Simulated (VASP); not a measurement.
Write the native input for VASP 6.6.1 that does the following.

```yaml
Task: single point
Functional: r2SCAN
Potentials_or_basis: VASP PAW PBE potentials, release 64 (Sr_sv, Ti_sv, O)
Cutoff: 520 eV
k_mesh: 6 × 6 × 6
Occupations: gaussian, width 0.01 eV
Spin: non-collinear spin, zero start, spin-orbit coupling
Starting_moments: "[[0.0, 0.0, 0.0], [0.0, 0.0, 0.0], [0.0, 0.0, 0.0], [0.0, 0.0, 0.0], [0.0, 0.0, 0.0]] μB"
Dipole_correction: no
Further_INCAR_settings: ALGO = Normal; EDIFF = 1e-06; NBANDS = 55
```

SrTiO3:

```
Sr Ti O
1.0
     4.06313    0.00000    0.00000
     0.00000    4.06313    0.00000
     0.00000    0.00000    4.06313
Sr Ti O
1 1 3
Direct
  0.00000 0.00000 0.00000
  0.50000 0.50000 0.50000
  0.50000 0.50000 0.00000
  0.50000 0.00000 0.50000
  0.00000 0.50000 0.50000
```

This cell differs from its parent crystal: strain +4.0%.

The input as run:

POSCAR

```
SrTiO3
1.0
    4.0631255616      0.0000000000      0.0000000000
    0.0000000000      4.0631255616      0.0000000000
    0.0000000000      0.0000000000      4.0631255616
Sr Ti O
1 1 3
Direct
    0.0000000000      0.0000000000      0.0000000000
    0.5000000000      0.5000000000      0.5000000000
    0.5000000000      0.5000000000      0.0000000000
    0.5000000000      0.0000000000      0.5000000000
    0.0000000000      0.5000000000      0.5000000000
```

INCAR.step1

```
ALGO = Normal
EDIFF = 1E-4
ENCUT = 520
GGA = PE
GGA_COMPAT = F
ISMEAR = 0
LASPH = T
LCHARG = F
LMAXMIX = 4
LREAL = F
LSORBIT = T
LWAVE = T
MAGMOM = 0 0 0 0 0 0 0 0 0 0 0 0 0 0 0
NBANDS = 55
NELM = 150
PREC = Accurate
SIGMA = 0.01
```

INCAR.step2

```
ALGO = Normal
EDIFF = 1E-6
ENCUT = 520
GGA_COMPAT = F
ISIF = 2
ISMEAR = 0
ISTART = 1
LASPH = T
LCHARG = T
LMAXMIX = 4
LMIXTAU = T
LORBIT = 11
LORBMOM = T
LREAL = F
LSORBIT = T
LVHAR = T
LWAVE = F
MAGMOM = 0 0 0 0 0 0 0 0 0 0 0 0 0 0 0
METAGGA = R2SCAN
NBANDS = 55
NELM = 150
PREC = Accurate
SIGMA = 0.01
```

KPOINTS

```
k-points
0
Gamma
  6 6 6
```

Potentials or basis: VASP PAW PBE potentials, release 64 (Sr_sv, Ti_sv, O).

The run is started by

```sh
$ cat potpaw_PBE.64/Sr_sv/POTCAR potpaw_PBE.64/Ti_sv/POTCAR potpaw_PBE.64/O/POTCAR > POTCAR
$ cp INCAR.step1 INCAR
$ mpirun -np 1 vasp_ncl > vasp.out
$ cp INCAR.step2 INCAR
$ mpirun -np 1 vasp_ncl > vasp.out
```

Results of the run:

The pressure is -16.6 GPa. The net moment is 0.00 μB per cell and the valence electrons inside the program's atomic spheres are Sr 8.02; Ti 10.00; O 5.03.

Caveat: the cell differs from its parent crystal (strain +4.0%); the PAW data sets were made with another functional, which shifts forces and pressure a little.

It took 27 min on 1 thread of AMD EPYC 7R13, on a shared host, peak memory 0.36 GiB.
